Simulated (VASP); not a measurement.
# CO2 (Pa-3) in VASP: relaxation of cell and atoms with r2SCAN+rVV10

Aim: the relaxation of cell and atoms of CO2 with r2SCAN+rVV10.

All numbers are computed with VASP 6.6.1; they aren't measurements. Logs are shortened: lines on timing, memory, paths and dates and some standing lists are left out, and cuts for length are marked.

## Step 1: The cell of the first run

The structure is cubic, space group Pa-3 (No. 205). Conventional cell: a = 5.710 Å, b = 5.710 Å, c = 5.710 Å, α = 90.00°, β = 90.00°, γ = 90.00°. Within 1.6 Å of C (site symmetry -3) lie 2 O at 1.17 Å. Within 1.6 Å of O (site symmetry 3) lie 1 C at 1.17 Å.

## Step 2: Relaxation of cell and atoms, r2SCAN+rVV10

POSCAR reads:

```
CO2
1.0
    5.7102880717      0.0000000000      0.0000000000
    0.0000000000      5.7102880717      0.0000000000
    0.0000000000      0.0000000000      5.7102880717
C O
4 8
Direct
    0.0000000000      0.0000000000      0.0000000000
    0.5000000000      0.0000000000      0.5000000000
    0.5000000000      0.5000000000      0.0000000000
    0.0000000000      0.5000000000      0.5000000000
    0.1181858123      0.1181858123      0.1181858123
    0.3818141877      0.8818141877      0.6181858123
    0.6181858123      0.3818141877      0.8818141877
    0.8818141877      0.6181858123      0.3818141877
    0.8818141877      0.8818141877      0.8818141877
    0.6181858123      0.1181858123      0.3818141877
    0.3818141877      0.6181858123      0.1181858123
    0.1181858123      0.3818141877      0.6181858123
```

INCAR.step1 reads:

```
SYSTEM = CO2
ALGO = Normal
EDIFF = 1E-5
EDIFFG = -0.005
ENCUT = 660
GGA = PE
GGA_COMPAT = .False.
IBRION = 2
ISIF = 3
ISMEAR = -1
LASPH = .True.
LCHARG = .False.
LREAL = .False.
LWAVE = .True.
NELM = 120
NELMIN = 4
NSW = 100
PREC = Accurate
SIGMA = 0.02
```

INCAR.step2 reads:

```
SYSTEM = CO2
ALGO = Normal
BPARAM = 11.95
CPARAM = 0.0093
EDIFF = 1E-7
EDIFFG = -0.005
ENCUT = 660
GGA_COMPAT = .False.
IBRION = 2
ISIF = 3
ISMEAR = -1
ISTART = 1
IVDW_NL = 2
LASPH = .True.
LCHARG = .False.
LMIXTAU = .True.
LREAL = .False.
LUSE_VDW = .True.
LWAVE = .False.
METAGGA = R2SCAN
NELM = 120
NELMIN = 4
NSW = 80
PREC = Accurate
SIGMA = 0.02
```

KPOINTS reads:

```
k-points
0
Gamma
  4 4 4
  0 0 0
```

Potentials or basis: VASP PAW PBE potentials, release 64 (C, O).

Command:

```
> cat potpaw_PBE.64/C/POTCAR potpaw_PBE.64/O/POTCAR > POTCAR
> cp INCAR.step1 INCAR
> mpirun -np 1 vasp_std > vasp.out
> cp INCAR.step2 INCAR
> mpirun -np 1 vasp_std > vasp.out
```

OUTCAR:

```text
SYSTEM = CO2
   BPARAM = 11.95
   EDIFF = 1E-7
   EDIFFG = -0.005
   ENCUT = 660
   IBRION = 2
   ISIF = 3
   ISMEAR = -1
   ISTART = 1
   IVDW_NL = 2
   LASPH = .True.
   LREAL = .False.
   METAGGA = R2SCAN
   NELM = 120
   NELMIN = 4
   NSW = 80
   PREC = Accurate

 ion  position               nearest neighbor table
   1  0.000  0.000  0.000-   5 1.17   9 1.17
   2  0.500  0.000  0.500-   6 1.17  10 1.17
   3  0.500  0.500  0.000-   7 1.17  11 1.17
   4  0.000  0.500  0.500-   8 1.17  12 1.17
   5  0.118  0.118  0.118-   1 1.17
   6  0.382  0.882  0.618-   2 1.17
   7  0.618  0.382  0.882-   3 1.17
   8  0.882  0.618  0.382-   4 1.17
   9  0.882  0.882  0.882-   1 1.17
  10  0.618  0.118  0.382-   2 1.17
  11  0.382  0.618  0.118-   3 1.17
  12  0.118  0.382  0.618-   4 1.17

  LATTYP: Found a simple cubic cell.
 ALAT       =     5.7102880717

  Lattice vectors:

 A1 = (   5.7102880717,   0.0000000000,   0.0000000000)
 A2 = (   0.0000000000,   5.7102880717,   0.0000000000)
 A3 = (   0.0000000000,   0.0000000000,   5.7102880717)

Analysis of symmetry for initial positions (statically):
=====================================================================
 Subroutine PRICEL returns:
 Original cell was already a primitive cell.

 Routine SETGRP: Setting up the symmetry group for a
 simple cubic supercell.

 Subroutine GETGRP returns: Found 24 space group operations
 (whereof  6 operations were pure point group operations)
 out of a pool of 48 trial point group operations.

The static configuration has the point symmetry S_6 .
 The point group associated with its full space group is T_h .

Analysis of symmetry for dynamics (positions and initial velocities):
=====================================================================
 Subroutine PRICEL returns:
 Original cell was already a primitive cell.

 Routine SETGRP: Setting up the symmetry group for a
 simple cubic supercell.

 Subroutine GETGRP returns: Found 24 space group operations
 (whereof  6 operations were pure point group operations)
 out of a pool of 48 trial point group operations.

The dynamic configuration has the point symmetry S_6 .
 The point group associated with its full space group is T_h .

 Subroutine INISYM returns: Found 24 space group operations
[... 101 lines left out ...]
   ENCUT  =  660.0 eV  48.51 Ry    6.96 a.u.  11.96 11.96 11.96*2*pi/ulx,y,z
   NELM   =    120;   NELMIN=  4; NELMDL=  0     # of ELM steps
   EDIFF  = 0.1E-06   stopping-criterion for ELM
   LREAL  =      F    real-space projection
   EDIFFG = -.5E-02   stopping-criterion for IOM
   NSW    =     80    number of steps for IOM
   IBRION =      2    ionic relax: 0-MD 1-quasi-New 2-CG
   NFREE  =      1    steps in history (QN), initial steepest desc. (CG)
   ISIF   =      3    stress and relaxation
   ISYM   =      2    0-nonsym 1-usesym 2-fastsym
   POTIM  = 0.5000    time-step for ionic-motion
   TEBEG  =    0.0;   TEEND  =   0.0 temperature during run
   PSTRESS=    0.0 pullay stress
   NELECT =      64.0000    total number of electrons
   NUPDOWN=      -1.0000    fix difference up-down
   EMIN   =  10.00;   EMAX   =-10.00  energy-range for DOS
   EFERMI =   0.00;   METHOD = LEGACY
   ISMEAR =    -1;   SIGMA  =   0.02  broadening in eV -4-tet -1-fermi 0-gaus
   EFERMI_NEDOS =   21; number of points for ismear=-14 and -15
   IALGO  =     38    algorithm
   IMIX   =      4    mixing-type and parameters
     AMIX     =   0.40;   BMIX     =  1.00
     AMIX_MAG =   1.60;   BMIX_MAG =  1.00
  volume/ion in A,a.u.               =      15.52       104.71
  Fermi-wavevector in a.u.,A,eV,Ry     =   1.146771  2.167083 17.892809  1.315084
  Thomas-Fermi vector in A             =   2.283454
   LORBIT       =      0    0 simple, 1 ext, 2 COOP (PROOUT), +10 PAW based schemes
   METAGGA = R2SCAN    functional components
   LHFCALC =     F    Hartree Fock is set to
   AEXX    =    0.0000 exact exchange contribution
   IVDW_NL    =     2    kernel type
   BPARAM     =11.9500
   IVDW    =     0    specifies the selected vdW correction
   LEPSILON=     F    determine dielectric tensor
   LRPA    =     F    only Hartree local field effects (RPA)
 conjugate gradient relaxation of ions
 non-spin polarized calculation
  energy-cutoff  :      660.00
  volume of cell :      186.20
 maximum number of plane-waves:      7208
   NGX = 23   NGY = 23   NGZ = 23

--------------------------------------- Ionic step        1  -------------------------------------------

 number of electron      63.9999984 magnetization

 Free energy of the ion-electron system (eV)
  ---------------------------------------------------
  ext. energy  EPLUGINS =         0.00000000
  ---------------------------------------------------
  free energy    TOTEN  =      -100.90030638 eV

  energy without entropy =     -100.90030638  energy(sigma->0) =     -100.90030638

------------------------ aborting loop because EDIFF is reached ----------------------------------------

  FORCE on cell =-STRESS in cart. coord.  units (eV):
  Direction    XX          YY          ZZ          XY          YZ          ZX
  --------------------------------------------------------------------------------------
  -------------------------------------------------------------------------------------
  Total       -2.0876922     -2.0876922     -2.0876922      0.0000000      0.0000000      0.0000000
  in kB      -17.9639979    -17.9639979    -17.9639979      0.0000000      0.0000000      0.0000000
  external PRESSURE =     -17.9639979 kB  Pullay stress =       0.0000000 kB
[... 119 lines left out ...]
  FREE ENERGIE OF THE ION-ELECTRON SYSTEM (eV)
  ---------------------------------------------------
  free  energy   TOTEN  =      -100.9090495332 eV

  energy  without entropy=     -100.9090495332  energy(sigma->0) =     -100.90904953

[... ionic steps 4 to 12 ...]

--------------------------------------- Ionic step       13  -------------------------------------------

 number of electron      63.9999983 magnetization

------------------------ aborting loop because EDIFF is reached ----------------------------------------
[... 87 lines left out ...]
--------------------------------------- Ionic step       15  -------------------------------------------

 number of electron      63.9999982 magnetization

 Free energy of the ion-electron system (eV)
  ---------------------------------------------------
  ext. energy  EPLUGINS =         0.00000000
  ---------------------------------------------------
  free energy    TOTEN  =      -101.07992013 eV

  energy without entropy =     -101.07992013  energy(sigma->0) =     -101.07992013

 E-fermi :  -2.9018     XC(G=0):  -9.0267

 val. band max:       -3.3664679554   @ k =   0.0000   0.0000   0.0000
 cond. band min:       4.0868417986   @ k =   0.0000   0.0000   0.0000
 fundamental gap:      7.4533097540
 Fermi energy:        -2.9017529704

 k-point     1 :       0.0000    0.0000    0.0000
  band No.  band energies     occupation
      1     -25.3170      2.00000
      2     -24.9944      2.00000
      3     -24.9944      2.00000
      4     -24.9944      2.00000
      5     -24.0275      2.00000
      6     -24.0275      2.00000
[... 490 lines left out ...]
  FREE ENERGIE OF THE ION-ELECTRON SYSTEM (eV)
  ---------------------------------------------------
  free  energy   TOTEN  =      -101.0799201251 eV

  energy  without entropy=     -101.0799201251  energy(sigma->0) =     -101.07992013

 reached required accuracy - stopping structural energy minimisation
```

OUTCAR.step1:

```text
SYSTEM = CO2
   EDIFF = 1E-5
   EDIFFG = -0.005
   ENCUT = 660
   GGA = PE
   IBRION = 2
   ISIF = 3
   ISMEAR = -1
   LASPH = .True.
   LREAL = .False.
   NELM = 120
   NELMIN = 4
   NSW = 100
   PREC = Accurate

[... 451 lines left out ...]
 fundamental gap:      6.6328801186
 Fermi energy:        -3.8571064187

 k-point     1 :       0.0000    0.0000    0.0000
  band No.  band energies     occupation
      1     -24.6958      2.00000
      2     -24.5617      2.00000
      3     -24.5617      2.00000
      4     -24.5617      2.00000
      5     -23.6066      2.00000
      6     -23.6066      2.00000
[... 490 lines left out ...]
  FREE ENERGIE OF THE ION-ELECTRON SYSTEM (eV)
  ---------------------------------------------------
  free  energy   TOTEN  =       -92.2869019528 eV

  energy  without entropy=      -92.2869019528  energy(sigma->0) =      -92.28690195

 reached required accuracy - stopping structural energy minimisation
```

It took 68 min on 1 thread of Intel Xeon 6975P-C (Granite Rapids), shared host; peak memory 0.81 GiB.

Results:

```yaml
Free_energy: -101.0799 eV
Relaxed_volume: 13.07 Å³/atom
Relaxed_cell: a = 5.392 Å, b = 5.392 Å, c = 5.392 Å, α = 90.00°, β = 90.00°, γ = 90.00°
Space_group_after_relaxing_to_0.1_Å: Pa-3 (No. 205)
Energy_gained_by_relaxing: 15.0 meV/atom
Ionic_steps: 15
Pressure_after_relaxing: 0.0 GPa
Band_gap_on_the_k_mesh: 7.45 eV
```

Step by step:
```tsv
step	energy change (eV)	largest force (eV/Å)	pressure (GPa)	volume (Å³)
1	0.0000	0.0988	-1.80	186.20
2	0.0371	1.5201	2.64	181.55
3	-0.0087	0.3771	-0.51	184.77
4	-0.0320	0.3581	-0.49	182.31
5	-0.0941	0.3212	-0.34	175.06
6	-0.1702	0.3201	0.55	161.15
7	-0.1739	0.3309	1.28	154.57
8	0.1143	2.6511	-8.24	155.20
9	-0.1780	0.0072	0.22	154.63
10	-0.1780	0.0011	0.24	154.63
11	-0.1786	0.0058	0.17	155.09
12	-0.1796	0.0204	-0.03	156.48
13	-0.1796	0.0234	-0.07	156.77
14	-0.1769	0.2720	0.81	157.08
15	-0.1796	0.0007	0.00	156.80
```

Final structure:
```cif
data_structure
_symmetry_space_group_name_H-M 'P 1'
_symmetry_Int_Tables_number 1
_cell_length_a 5.3924
_cell_length_b 5.3924
_cell_length_c 5.3924
_cell_angle_alpha 90.000
_cell_angle_beta 90.000
_cell_angle_gamma 90.000
_cell_volume 156.80
loop_
_atom_site_label
_atom_site_type_symbol
_atom_site_fract_x
_atom_site_fract_y
_atom_site_fract_z
_atom_site_occupancy
C1 C 0.00000 0.00000 0.00000 1
C2 C 0.50000 0.00000 0.50000 1
C3 C 0.50000 0.50000 0.00000 1
C4 C 0.00000 0.50000 0.50000 1
O1 O 0.12491 0.12491 0.12491 1
O2 O 0.37509 0.87509 0.62491 1
O3 O 0.62491 0.37509 0.87509 1
O4 O 0.87509 0.62491 0.37509 1
O5 O 0.87509 0.87509 0.87509 1
O6 O 0.62491 0.12491 0.37509 1
O7 O 0.37509 0.62491 0.12491 1
O8 O 0.12491 0.37509 0.62491 1
```

Caveat: the volume moved by over 15 % at a fixed basis, so the end points are rough; the PAW data sets were made with another functional, which shifts forces and pressure a little.
